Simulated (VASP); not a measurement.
A run of VASP 6.6.1 is set up as follows.

The input INCAR:

```
ALGO = Normal
EDIFF = 1E-7
EDIFFG = -0.02
ENCUT = 500
GGA = RP
GGA_COMPAT = F
IBRION = 2
ISIF = 3
ISMEAR = 0
LASPH = T
LCHARG = F
LREAL = F
LWAVE = F
NELM = 120
NELMIN = 4
NSW = 80
PREC = Accurate
SIGMA = 0.01
```

Contents of KPOINTS:

```
k-points
0
Gamma
  6 6 6
```

POSCAR

```
PbSe
1.0
    0.0000000000      3.0606500000      3.0606500000
    3.0606500000      0.0000000000      3.0606500000
    3.0606500000      3.0606500000      0.0000000000
Pb Se
1 1
Direct
    0.0000000000      0.0000000000      0.0000000000
    0.5000000000      0.5000000000      0.5000000000
```

Potentials or basis: VASP PAW PBE potentials, release 64 (Pb_d, Se).

Run with:

```sh
$ cat potpaw_PBE.64/Pb_d/POTCAR potpaw_PBE.64/Se/POTCAR > POTCAR
$ mpirun -np 1 vasp_std > vasp.out
```

(1) Estimate the relaxed volume.

(2) Estimate the band gap on the k mesh.

(3) What does it give for the space group after relaxing (to 0.1 Å)?

(4) Estimate the relaxed cell.

## Answers

(1) 31.17 Å³/atom.

(2) 0.63 eV.

(3) Fm-3m (No. 225).

(4) a = 4.451 Å, b = 4.451 Å, c = 4.451 Å, α = 60.00°, β = 60.00°, γ = 60.00°.

Caveat: the PAW data sets were made with another functional, which shifts forces and pressure a little; spin-orbit coupling is left out, which moves the levels of the heavy elements.
